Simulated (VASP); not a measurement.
# Li3B4 (I4/mmm) in VASP: notebook

Li3B4 is run at these levels: PBE; tasks: relaxation of cell and atoms, single point.

Everything below comes from runs of VASP 6.6.1. Logs are shortened: lines on timing, memory, paths and dates and some standing lists are left out, and cuts for length are marked.

## Step 1: The cell of the first run

It takes space group I4/mmm (No. 139, tetragonal). The conventional cell has a = 4.329 Å, b = 4.329 Å, c = 6.555 Å, α = 90.00°, β = 90.00°, γ = 90.00°. Li (site symmetry 4mm) has 2 Li at 2.07 to 2.41 Å and 8 B at 2.21 to 2.48 Å within 2.7 Å. Within 2.7 Å of Li (site symmetry 4/mmm) lie 2 Li at 2.07 Å and 4 B at 2.16 Å. B (site symmetry -4m2) has 2 B at 1.64 Å within 2.2 Å. Within 2.2 Å of B (site symmetry mmm) lie 2 B at 1.64 Å and 2 Li at 2.16 Å.

## Step 2: Relaxation of cell and atoms, PBE

Input file INCAR:

```
PREC = Accurate
ENCUT = 600
EDIFF = 1E-6
ISMEAR = 0
SIGMA = 0.1
LREAL = False
LASPH = True
NELM = 100
ALGO = Normal
ISIF = 3
LWAVE = False
LCHARG = False
GGA = PE
IBRION = 2
NSW = 90
EDIFFG = -0.04
```

Input file KPOINTS:

```
regular mesh
0
Gamma
  6 6 6
```

Input file POSCAR:

```
Li3B4
1.0
   -2.1646466200      2.1646466200      3.2773259600
    2.1646466200     -2.1646466200      3.2773259600
    2.1646466200      2.1646466200     -3.2773259600
Li B
3 4
Direct
    0.6837102700      0.6837102700      0.0000000000
    0.3162897300      0.3162897300      0.0000000000
    0.0000000000      0.0000000000      0.0000000000
    0.7500000000      0.2500000000      0.5000000000
    0.2500000000      0.7500000000      0.5000000000
    0.5000000000      0.0000000000      0.5000000000
    0.0000000000      0.5000000000      0.5000000000
```

Potentials or basis: VASP PAW PBE potentials, release 64 (Li_sv, B).

Launch:

```
$ cat potpaw_PBE.64/Li_sv/POTCAR potpaw_PBE.64/B/POTCAR > POTCAR
$ mpirun -np 1 vasp_std > vasp.out
```

OUTCAR:

```text
PREC = Accurate
   ENCUT = 600
   EDIFF = 1E-6
   ISMEAR = 0
   LREAL = False
   LASPH = True
   NELM = 100
   ISIF = 3
   GGA = PE
   IBRION = 2
   NSW = 90
   EDIFFG = -0.04

 ion  position               nearest neighbor table
   1  0.684  0.684  0.000-   3 2.07   4 2.21   5 2.21   4 2.21   5 2.21   2 2.41
   2  0.316  0.316  0.000-   3 2.07   4 2.21   5 2.21   5 2.21   4 2.21   1 2.41
   3  0.000  0.000  0.000-   1 2.07   2 2.07   6 2.16   7 2.16   7 2.16   6 2.16
   4  0.750  0.250  0.500-   6 1.64   7 1.64   2 2.21   1 2.21   2 2.21   1 2.21
   5  0.250  0.750  0.500-   6 1.64   7 1.64   2 2.21   1 2.21   2 2.21   1 2.21
   6  0.500  0.000  0.500-   4 1.64   5 1.64   3 2.16   3 2.16
   7  0.000  0.500  0.500-   4 1.64   5 1.64   3 2.16   3 2.16

  LATTYP: Found a body centered tetragonal cell.
 ALAT       =     4.3292932400
 C/A-ratio  =     1.5140235500

  Lattice vectors:

 A1 = (  -2.1646466200,   2.1646466200,   3.2773259600)
 A2 = (   2.1646466200,  -2.1646466200,   3.2773259600)
 A3 = (   2.1646466200,   2.1646466200,  -3.2773259600)

Analysis of symmetry for initial positions (statically):
=====================================================================
 Subroutine PRICEL returns:
 Original cell was already a primitive cell.

 Routine SETGRP: Setting up the symmetry group for a
 body centered tetragonal supercell.

 Subroutine GETGRP returns: Found 16 space group operations
 (whereof 16 operations were pure point group operations)
 out of a pool of 16 trial point group operations.

The static configuration has the point symmetry D_4h.

Analysis of symmetry for dynamics (positions and initial velocities):
=====================================================================
 Subroutine PRICEL returns:
 Original cell was already a primitive cell.

 Routine SETGRP: Setting up the symmetry group for a
 body centered tetragonal supercell.

 Subroutine GETGRP returns: Found 16 space group operations
 (whereof 16 operations were pure point group operations)
 out of a pool of 16 trial point group operations.

The dynamic configuration has the point symmetry D_4h.

 Subroutine INISYM returns: Found 16 space group operations
 (whereof 16 operations are pure point group operations),
 and found     1 'primitive' translations

----------------------------------------------------------------------------------------

                                     Primitive cell

  volume of cell :      61.4262

  direct lattice vectors                    reciprocal lattice vectors
    -2.164646620  2.164646620  3.277325960     0.000000000  0.230984584  0.152563403
     2.164646620 -2.164646620  3.277325960     0.230984584  0.000000000  0.152563403
     2.164646620  2.164646620 -3.277325960     0.230984584  0.230984584  0.000000000

  length of vectors
     4.484668932  4.484668932  4.484668932     0.276820285  0.276820285  0.326661532

  position of ions in fractional coordinates (direct lattice)
     0.683710270  0.683710270  0.000000000
     0.316289730  0.316289730  0.000000000
     0.000000000  0.000000000  0.000000000
     0.750000000  0.250000000  0.500000000
     0.250000000  0.750000000  0.500000000
     0.500000000  0.000000000  0.500000000
     0.000000000  0.500000000  0.500000000

  ion indices of the primitive-cell ions
   primitive index   ion index
                 1           1
                 2           2
                 3           3
                 4           4
                 5           5
                 6           6
                 7           7

----------------------------------------------------------------------------------------

 KPOINTS: regular mesh

Automatic generation of k-mesh.
 Grid dimensions read from file:
 generate k-points for:    6    6    6

 Generating k-lattice:

  Cartesian coordinates                     Fractional coordinates (reciprocal lattice)
     0.000000000  0.038497431  0.025427234     0.166666667  0.000000000  0.000000000
     0.038497431  0.000000000  0.025427234     0.000000000  0.166666667  0.000000000
     0.038497431  0.038497431  0.000000000     0.000000000  0.000000000  0.166666667

  Length of vectors
     0.046136714  0.046136714  0.054443589

  Shift w.r.t. Gamma in fractional coordinates (k-lattice)
     0.000000000  0.000000000  0.000000000

 Subroutine IBZKPT returns following result:
 ===========================================

 Found     30 irreducible k-points:

 Following reciprocal coordinates:
            Coordinates               Weight
  0.000000  0.000000  0.000000      1.000000
  0.166667 -0.000000  0.000000      8.000000
  0.333333 -0.000000  0.000000      8.000000
  0.500000 -0.000000  0.000000      4.000000
  0.166667  0.166667  0.000000      8.000000
  0.333333  0.166667  0.000000     16.000000
[... 16 lines left out ...]
 -0.333333 -0.333333  0.166667      8.000000
 -0.166667 -0.333333  0.166667      8.000000
 [... further k-points ...]
   k-points           NKPTS =     30   k-points in BZ     NKDIM =     30   number of bands    NBANDS=     14
   number of dos      NEDOS =    301   number of ions     NIONS =      7
   total plane-waves  NPLWV =  46656
   dimension x,y,z NGX =    36 NGY =   36 NGZ =   36
   dimension x,y,z NGXF=    72 NGYF=   72 NGZF=   72
   ions per type =               3   4
   NGX,Y,Z   is equivalent  to a cutoff of  13.35, 13.35, 13.35 a.u.
   NGXF,Y,Z  is equivalent  to a cutoff of  26.69, 26.69, 26.69 a.u.
 SYSTEM =  unknown system
   PREC   = accura    normal or accurate (medium, high low for compatibility)
   ISTART =      0    job   : 0-new  1-cont  2-samecut
   ICHARG =      2    charge: 1-file 2-atom 10-const
   ISPIN  =      1    spin polarized calculation?
   LNONCOLLINEAR =      F non collinear calculations
   LSORBIT =      F    spin-orbit coupling
   LASPH  =      T    aspherical Exc in radial PAW
   ENCUT  =  600.0 eV  44.10 Ry    6.64 a.u.   8.96  8.96  8.96*2*pi/ulx,y,z
   NELM   =    100;   NELMIN=  2; NELMDL= -5     # of ELM steps
   EDIFF  = 0.1E-05   stopping-criterion for ELM
   LREAL  =      F    real-space projection
   EDIFFG = -.4E-01   stopping-criterion for IOM
   NSW    =     90    number of steps for IOM
   IBRION =      2    ionic relax: 0-MD 1-quasi-New 2-CG
   NFREE  =      1    steps in history (QN), initial steepest desc. (CG)
   ISIF   =      3    stress and relaxation
   ISYM   =      2    0-nonsym 1-usesym 2-fastsym
   POTIM  = 0.5000    time-step for ionic-motion
   TEBEG  =    0.0;   TEEND  =   0.0 temperature during run
   PSTRESS=    0.0 pullay stress
   NELECT =      21.0000    total number of electrons
   NUPDOWN=      -1.0000    fix difference up-down
   EMIN   =  10.00;   EMAX   =-10.00  energy-range for DOS
   EFERMI =   0.00;   METHOD = LEGACY
   ISMEAR =     0;   SIGMA  =   0.10  broadening in eV -4-tet -1-fermi 0-gaus
   EFERMI_NEDOS =   21; number of points for ismear=-14 and -15
   IALGO  =     38    algorithm
   IMIX   =      4    mixing-type and parameters
     AMIX     =   0.40;   BMIX     =  1.00
     AMIX_MAG =   1.60;   BMIX_MAG =  1.00
  volume/ion in A,a.u.               =       8.78        59.22
  Fermi-wavevector in a.u.,A,eV,Ry     =   1.144713  2.163194 17.828645  1.310368
  Thomas-Fermi vector in A             =   2.281404
   LORBIT       =      0    0 simple, 1 ext, 2 COOP (PROOUT), +10 PAW based schemes
   GGA     = PE    functional components
   LHFCALC =     F    Hartree Fock is set to
   AEXX    =    0.0000 exact exchange contribution
   IVDW    =     0    specifies the selected vdW correction
   LEPSILON=     F    determine dielectric tensor
   LRPA    =     F    only Hartree local field effects (RPA)
 conjugate gradient relaxation of ions
 non-spin polarized calculation
 Gauss-broadening in eV      SIGMA  =   0.10
  energy-cutoff  :      600.00
  volume of cell :       61.43
 maximum number of plane-waves:      2078
   NGX = 17   NGY = 17   NGZ = 17

--------------------------------------- Ionic step        1  -------------------------------------------

 number of electron      21.0000002 magnetization

 Free energy of the ion-electron system (eV)
  ---------------------------------------------------
  ext. energy  EPLUGINS =         0.00000000
  ---------------------------------------------------
  free energy    TOTEN  =       -30.12121124 eV

  energy without entropy =      -30.11395872  energy(sigma->0) =      -30.11758498

------------------------ aborting loop because EDIFF is reached ----------------------------------------

  FORCE on cell =-STRESS in cart. coord.  units (eV):
  Direction    XX          YY          ZZ          XY          YZ          ZX
  --------------------------------------------------------------------------------------
  -------------------------------------------------------------------------------------
  Total        6.1008465      6.1008465     -7.3557961      0.0000000      0.0000000      0.0000000
  in kB      159.1281575    159.1281575   -191.8609626      0.0000000      0.0000000      0.0000000
  external PRESSURE =      42.1317841 kB  Pullay stress =       0.0000000 kB
[... 67 lines left out ...]
  energy  without entropy=      -30.6231607124  energy(sigma->0) =      -30.62986036

--------------------------------------- Ionic step        3  -------------------------------------------

 number of electron      20.9999996 magnetization

 E-fermi :   3.7071     XC(G=0): -10.0792

 val. band max:        3.6947324832   @ k =   0.5000   0.1667   0.0000
 cond. band min:       3.7091666871   @ k =  -0.1667   0.1667   0.0000
 fundamental gap:      0.0144342039
 Fermi energy:         3.7070665168

 k-point     1 :       0.0000    0.0000    0.0000
  band No.  band energies     occupation
      1     -42.4527      2.00000
      2     -42.1557      2.00000
      3     -42.1305      2.00000
      4      -7.0385      2.00000
      5      -2.3087      2.00000
      6      -2.2896      2.00000
      7       0.0957      2.00000
      8       2.6097      2.00000
      9       2.6097      2.00000
     10       2.6340      2.00000
     11       2.6340      2.00000
     12       2.8168      2.00000
     13       2.8168      2.00000
     14       7.1268      0.00000
[... 634 lines left out ...]
  energy  without entropy=      -30.8833799615  energy(sigma->0) =      -30.88926248

--------------------------------------- Ionic step        9  -------------------------------------------

 number of electron      21.0000019 magnetization

 Free energy of the ion-electron system (eV)
  ---------------------------------------------------
  ext. energy  EPLUGINS =         0.00000000
  ---------------------------------------------------
  free energy    TOTEN  =       -30.89568259 eV

  energy without entropy =      -30.88420519  energy(sigma->0) =      -30.88994389

 E-fermi :   2.9532     XC(G=0):  -9.6138

 val. band max:        2.9454779353   @ k =   0.5000   0.5000   0.0000
 cond. band min:       3.0341855807   @ k =   0.1667   0.1667   0.1667
 fundamental gap:      0.0887076453
 Fermi energy:         2.9531974671

 k-point     1 :       0.0000    0.0000    0.0000
  band No.  band energies     occupation
      1     -43.3059      2.00000
      2     -43.1543      2.00000
      3     -43.1425      2.00000
      4      -7.3012      2.00000
      5      -3.0574      2.00000
      6      -3.0565      2.00000
      7      -0.3624      2.00000
      8       1.9500      2.00000
      9       1.9500      2.00000
     10       2.2362      2.00000
     11       2.2362      2.00000
     12       2.2460      2.00000
     13       2.2460      2.00000
     14       6.2345      0.00000
[... 425 lines left out ...]
  FREE ENERGIE OF THE ION-ELECTRON SYSTEM (eV)
  ---------------------------------------------------
  free  energy   TOTEN  =       -30.8956825899 eV

  energy  without entropy=      -30.8842051948  energy(sigma->0) =      -30.88994389

 reached required accuracy - stopping structural energy minimisation
```

Wall time 5.6 min (1 thread of Oxide Virtual Turin-like, shared host); peak memory 0.17 GiB.

What came out:

```yaml
Free_energy: -30.8957 eV
Relaxed_volume: 10.22 Å³/atom
Relaxed_cell: a = 4.621 Å, b = 4.621 Å, c = 4.621 Å, α = 118.23°, β = 118.23°, γ = 93.09°
Space_group_after_relaxing_to_0.05_Å: I4/mmm (No. 139)
Energy_gained_by_relaxing: 110.6 meV/atom
Ionic_steps: 9
Pressure_after_relaxing: -0.1 GPa
```

Forces in eV/Å, atoms in the order of the input:
```
Li   0.000  0.000  0.002
Li   0.000  0.000 -0.002
Li   0.000  0.000  0.000
B    0.000  0.000  0.000
B    0.000  0.000  0.000
B    0.000  0.000  0.000
B    0.000  0.000  0.000
```

The path:
| step | energy change (eV) | largest force (eV/Å) | pressure (GPa) | volume (Å³) |
| --- | --- | --- | --- | --- |
| 1 | 0.0000 | 0.8602 | 4.21 | 61.43 |
| 2 | -0.5153 | 0.5751 | 10.31 | 63.32 |
| 3 | -0.5150 | 0.5663 | 10.54 | 63.37 |
| 4 | -0.7644 | 0.1948 | 1.35 | 70.02 |
| 5 | -0.7726 | 0.1097 | -0.42 | 71.65 |
| 6 | -0.7726 | 0.1189 | -0.24 | 71.48 |
| 7 | -0.7739 | 0.0637 | 0.05 | 71.47 |
| 8 | -0.7739 | 0.0509 | 0.11 | 71.47 |
| 9 | -0.7745 | 0.0025 | -0.14 | 71.54 |

Final structure:
```xyz
7
Lattice="-2.3721 2.3721 3.1785 2.3721 -2.3721 3.1785 2.3721 2.3721 -3.1785" Properties=species:S:1:pos:R:3 pbc="T T T"
Li    0.0000    0.0000    4.2324
Li    0.0000    0.0000    2.1245
Li    0.0000    0.0000    6.3569
B     0.0000    2.3721    1.5892
B     2.3721    0.0000    1.5892
B     2.3721    0.0000    3.1785
B     0.0000    2.3721    3.1785
```

Caveat: the cutoff is under 1.25 times the usual one of these potentials, so pressure, stress and relaxed cells hold a basis-set (Pulay) error; the volume moved by over 15 % at a fixed basis, so the end points are rough.

## Step 3: Single point, PBE

This run uses another cell than the first one, of 10.26 Å³/atom, 1.170 times its volume.

Input file INCAR:

```
SYSTEM = Li3B4
  PREC = Accurate
  ENCUT = 520
  EDIFF = 1E-6
  ISMEAR = 0
  SIGMA = 0.1
  LREAL = .False.
  LASPH = .True.
  NELM = 100
  ALGO = Normal
  ISIF = 2
  LWAVE = .False.
  LCHARG = .False.
  GGA = PE
  NBANDS = 20
```

Input file KPOINTS:

```
regular mesh
0
Gamma
  12 12 12
  0 0 0
```

Input file POSCAR:

```
Li3B4
1.0
   -2.3790368391      2.3790368391      3.1736260603
    2.3790368391     -2.3790368391      3.1736260603
    2.3790368391      2.3790368391     -3.1736260603
Li B
3 4
Direct
    0.6659054175      0.6659054175      0.0000000000
    0.3340945825      0.3340945825      0.0000000000
    0.0000000000      0.0000000000      0.0000000000
    0.7500000000      0.2500000000      0.5000000000
    0.2500000000      0.7500000000      0.5000000000
    0.5000000000      0.0000000000      0.5000000000
    0.0000000000      0.5000000000      0.5000000000
```

Potentials or basis: VASP PAW PBE potentials, release 64 (Li_sv, B).

Launch:

```
$ cat potpaw_PBE.64/Li_sv/POTCAR potpaw_PBE.64/B/POTCAR > POTCAR
$ mpirun -np 1 vasp_std > vasp.out
```

OUTCAR:

```text
SYSTEM = Li3B4
   PREC = Accurate
   ENCUT = 520
   EDIFF = 1E-6
   ISMEAR = 0
   LREAL = .False.
   LASPH = .True.
   NELM = 100
   ISIF = 2
   GGA = PE

 ion  position               nearest neighbor table
   1  0.666  0.666  0.000-   2 2.11   3 2.12
   2  0.334  0.334  0.000-   1 2.11   3 2.12
   3  0.000  0.000  0.000-   1 2.12   2 2.12   6 2.38   7 2.38   7 2.38   6 2.38
   4  0.750  0.250  0.500-   6 1.59   7 1.59
   5  0.250  0.750  0.500-   6 1.59   7 1.59
   6  0.500  0.000  0.500-   4 1.59   5 1.59   3 2.38   3 2.38
[... 762 lines left out ...]
  -------------------------------------------------------------------------------------
  Total       -0.0456821     -0.0456821     -0.0726787      0.0000000     -0.0000000      0.0000000
  in kB       -1.0186824     -1.0186824     -1.6206890      0.0000000     -0.0000000      0.0000000
  external PRESSURE =      -1.2193513 kB  Pullay stress =       0.0000000 kB

 VOLUME and BASIS-vectors are now :
 -----------------------------------------------------------------------------
  energy-cutoff  :      520.00
  volume of cell :       71.85
      direct lattice vectors                 reciprocal lattice vectors
    -2.379036839  2.379036839  3.173626060     0.000000000  0.210169087  0.157548492
     2.379036839 -2.379036839  3.173626060     0.210169087  0.000000000  0.157548492
     2.379036839  2.379036839 -3.173626060     0.210169087  0.210169087  0.000000000

 POSITION                                       TOTAL-FORCE (eV/Angst)
 -----------------------------------------------------------------------------------
      0.00000      0.00000      4.22667        -0.000000     -0.000000      0.001432
      0.00000      0.00000      2.12058         0.000000      0.000000     -0.001432
      0.00000      0.00000      0.00000         0.000000      0.000000     -0.000000
     -0.00000      2.37904      1.58681         0.000000      0.000000      0.000000
      2.37904     -0.00000      1.58681         0.000000      0.000000     -0.000000
      0.00000      2.37904      0.00000         0.000000      0.000000     -0.000000
      2.37904      0.00000      0.00000         0.000000      0.000000     -0.000000
 -----------------------------------------------------------------------------------
    total drift:                               -0.000000     -0.000000      0.000000

  FREE ENERGIE OF THE ION-ELECTRON SYSTEM (eV)
  ---------------------------------------------------
  free  energy   TOTEN  =       -30.9211935429 eV

  energy  without entropy=      -30.9126964297  energy(sigma->0) =      -30.91694499
```

OSZICAR:

```text
N       E                     dE             d eps       ncg     rms          rms(c)
DAV:   1     0.753609270634E+02    0.75361E+02   -0.83059E+03  6520   0.101E+03
DAV:   2    -0.228624802223E+02   -0.98223E+02   -0.94438E+02  7988   0.231E+02
DAV:   3    -0.331708684230E+02   -0.10308E+02   -0.10209E+02 12200   0.486E+01
DAV:   4    -0.334762640834E+02   -0.30540E+00   -0.30415E+00  9232   0.106E+01
DAV:   5    -0.334859463560E+02   -0.96823E-02   -0.96812E-02 10172   0.151E+00    0.748E+00
DAV:   6    -0.313193831622E+02    0.21666E+01   -0.22728E+00  7460   0.607E+00    0.379E+00
DAV:   7    -0.309031711111E+02    0.41621E+00   -0.17186E+00  8852   0.511E+00    0.102E+00
DAV:   8    -0.309233993993E+02   -0.20228E-01   -0.22836E-01  8188   0.224E+00    0.287E-01
DAV:   9    -0.309211330000E+02    0.22664E-02   -0.15689E-02  8472   0.531E-01    0.126E-01
DAV:  10    -0.309212250660E+02   -0.92066E-04   -0.19546E-03  9376   0.214E-01    0.355E-02
DAV:  11    -0.309211913565E+02    0.33709E-04   -0.10463E-04  8976   0.549E-02    0.471E-03
DAV:  12    -0.309211948902E+02   -0.35336E-05   -0.10005E-05  8696   0.194E-02    0.360E-03
DAV:  13    -0.309211931633E+02    0.17269E-05   -0.97767E-07  6900   0.659E-03    0.129E-03
DAV:  14    -0.309211935429E+02   -0.37961E-06   -0.16033E-07  4568   0.269E-03
   1 F= -.30921194E+02 E0= -.30916945E+02  d E =-.849711E-02
```

stdout:

```text
POSCAR found type information on POSCAR LiB
 POSCAR found :  2 types and       7 ions
 scaLAPACK will be used
 LDA part: xc-table for (Slater+PW92), standard interpolation
 POSCAR, INCAR and KPOINTS ok, starting setup
 FFT: planning ... GRIDC
 FFT: planning ... GRID_SOFT
 FFT: planning ... GRID
 WAVECAR not read
 entering main loop
```

Wall time 9.4 min (1 thread of Oxide Virtual Turin-like, shared host); peak memory 0.28 GiB.

What came out:

```
Free energy : -30.9212 eV
```

Caveat: the cutoff is under 1.25 times the usual one of these potentials, so pressure, stress and relaxed cells hold a basis-set (Pulay) error.

[end of part 1 of 2]
